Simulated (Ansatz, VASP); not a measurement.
One calculation of GaFe3, two programs

```xyz
4
Lattice="0.0000 2.9849 2.9849 2.9849 0.0000 2.9849 2.9849 2.9849 0.0000" Properties=species:S:1:pos:R:3 pbc="T T T"
Ga    0.0000    0.0000    0.0000
Fe    2.9849    2.9849    2.9849
Fe    4.4774    4.4774    4.4774
Fe    1.4925    1.4925    1.4925
```

Change from the starting cell: volume scaled by 1.1, LAPW.

Alike in both runs: task single point; functional PBEsol; k mesh 8 × 8 × 8; occupations fermi-dirac, width 0.03 eV; collinear spin.

|  | VASP | Ansatz |
| --- | --- | --- |
| version | VASP 6.6.1 | Ansatz 0.2.0 |
| potentials or method | VASP PAW PBE potentials, release 64 (Ga_d, Fe), cutoff 520 eV | all-electron LAPW, scalar-relativistic |

VASP gave:

| Quantity | Value |
| --- | --- |
| pressure (GPa) | -19.5 |
| net moment per atom (μB) | 1.75 |
| size of the moment on the site where the two differ most (μB) | 2.33 |

Problem. Which values does Ansatz return?

Solution. Pressure (GPa): -19.6; net moment per atom (μB): 1.76; size of the moment on the site where the two differ most (μB): 2.38.

VASP's potentials were made for PBE, not for PBEsol. Site moments also hang on the region over which each program counts them. Ansatz ran all-electron here, and VASP with PAW potentials.
